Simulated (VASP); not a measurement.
Wanted: the native input for a VASP 6.6.1 run.

| Item | Value |
| --- | --- |
| Task | single point |
| Functional | r2SCAN |
| Potentials or basis | VASP PAW PBE potentials, release 64 (Pt_sv_GW, S) |
| Cutoff | 630 eV |
| k mesh | 7 × 7 × 5 |
| Occupations | fermi-dirac, width 0.1 eV |
| Spin | no spin polarisation |
| Dipole correction | no |
| Further INCAR settings | ALGO = Normal; EDIFF = 1e-06; NBANDS = 22 |

PtS2:

```xyz
3
Lattice="3.5432 0.0000 0.0000 -1.7716 3.0685 0.0000 0.0000 0.0000 5.0388" Properties=species:S:1:pos:R:3 pbc="T T T"
Pt    0.0000    0.0000    0.0000
S     1.7716    1.0228    3.8950
S     0.0000    2.0457    1.1438
```

One way to write it, as run:

POSCAR

```
PtS2
1.0
    3.5432000000      0.0000000000      0.0000000000
   -1.7716000000      3.0685012107      0.0000000000
    0.0000000000      0.0000000000      5.0388000000
Pt S
1 2
Direct
    0.0000000000      0.0000000000      0.0000000000
    0.6666666667      0.3333333333      0.7730000000
    0.3333333333      0.6666666667      0.2270000000
```

INCAR.step1

```
SYSTEM = PtS2
  PREC = Accurate
  ENCUT = 630
  ISMEAR = -1
  SIGMA = 0.1
  LREAL = .FALSE.
  LASPH = .TRUE.
  NELM = 120
  NBANDS = 22
  GGA = PE
  ALGO = Normal
  EDIFF = 1E-5
  LWAVE = .TRUE.
  LCHARG = .FALSE.
  GGA_COMPAT = .FALSE.
```

INCAR.step2

```
SYSTEM = PtS2
  PREC = Accurate
  ENCUT = 630
  EDIFF = 1E-6
  ISMEAR = -1
  SIGMA = 0.1
  LREAL = .FALSE.
  LASPH = .TRUE.
  NELM = 120
  ALGO = Normal
  ISIF = 2
  LWAVE = .FALSE.
  LCHARG = .FALSE.
  METAGGA = R2SCAN
  LMIXTAU = .TRUE.
  NBANDS = 22
  ISTART = 1
  GGA_COMPAT = .FALSE.
```

KPOINTS

```
Automatic mesh
0
G
  7 7 5
  0 0 0
```

Potentials or basis: VASP PAW PBE potentials, release 64 (Pt_sv_GW, S).

Launch:

```console
$ cat potpaw_PBE.64/Pt_sv_GW/POTCAR potpaw_PBE.64/S/POTCAR > POTCAR
$ cp INCAR.step1 INCAR
$ mpirun -np 1 vasp_std > vasp.out
$ cp INCAR.step2 INCAR
$ mpirun -np 1 vasp_std > vasp.out
```

It gave:

- Pressure: 8.7 GPa
- Largest force: 1.180 eV/Å
- Band gap on the k mesh: 1.07 eV (least direct gap 1.36 eV)

Caveat: the cell stands under pressure; the PAW data sets were made with another functional, which shifts forces and pressure a little; spin-orbit coupling is left out, which moves the levels of the heavy elements.

Run time: 4.2 min on 1 thread of Intel(R) Xeon(R) Platinum 8259CL CPU @ 2.50GHz (Skylake/Cascade Lake) (shared host), peak memory 0.23 GiB.
